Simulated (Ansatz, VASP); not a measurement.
**Two plane-wave programs on Na**

Contents of INCAR:

```
SYSTEM = Na
PREC     = Accurate       ! precision mode
ENCUT    = 500            ! plane-wave cutoff, eV
EDIFF    = 1E-6           ! SCF threshold, eV
ISMEAR   = 0              ! smearing method
SIGMA    = 0.1            ! smearing width, eV
LREAL    = .FALSE.        ! projectors in reciprocal space
LASPH    = .TRUE.         ! aspherical terms in the spheres
NELM     = 120            ! most SCF steps
ALGO     = Normal         ! electronic algorithm
ISIF     = 2              ! what is computed and relaxed
LWAVE    = .FALSE.        ! write WAVECAR
LCHARG   = .TRUE.         ! write CHGCAR
GGA      = PE             ! functional
LELF     = .TRUE.         ! ELF
LVHAR    = .TRUE.       
NBANDS   = 10             ! bands
GGA_COMPAT= .FALSE.
```

The input KPOINTS:

```
regular mesh
0
G
  6 6 6
  0 0 0
```

Contents of POSCAR:

```
Na
1.0
   -2.1040267987      2.1040267987      2.1040267987
    2.1040267987     -2.1040267987      2.1040267987
    2.1040267987      2.1040267987     -2.1040267987
Na
1
Direct
    0.0000000000      0.0000000000      0.0000000000
```

Input for Ansatz:

```yaml
crystal:
  lattice:
    - [-2.1040267987, 2.1040267987, 2.1040267987]
    - [2.1040267987, -2.1040267987, 2.1040267987]
    - [2.1040267987, 2.1040267987, -2.1040267987]
  atoms:
    - { symbol: Na, position: [0.0, 0.0, 0.0] }
basis:
  ecutwfc: 420
kpoints:
  mp_grid: { grid: [6, 6, 6] }
hamiltonian:
  xc: pbe
scf:
  occupations: { method: gaussian, width: 0.1 }
output:
  forces: true
  stress: true
  eigenvalues: true
```

Alike in both runs: task single point; functional PBE; k mesh 6 × 6 × 6; occupations gaussian, width 0.1 eV; no spin polarisation.

```csv
,VASP,Ansatz
version,VASP 6.6.1,Ansatz 0.2.0
potentials or method,"VASP PAW PBE potentials, release 64 (Na_pv), cutoff 500 eV","scalar-relativistic, plane waves, PAW"
valence electrons in the cell,7,9
```

```tsv
	VASP	Ansatz	Ansatz less VASP
gap on the k mesh at the Fermi level (eV)	none	none	-
pressure (GPa)	0.0	0.0	+0.04
```

A gap of «none» marks a metal or a gap that the smearing closes. VASP's potentials hold 7 valence electrons a cell and Ansatz's 9, so a difference there can come from the potentials and not from the codes.
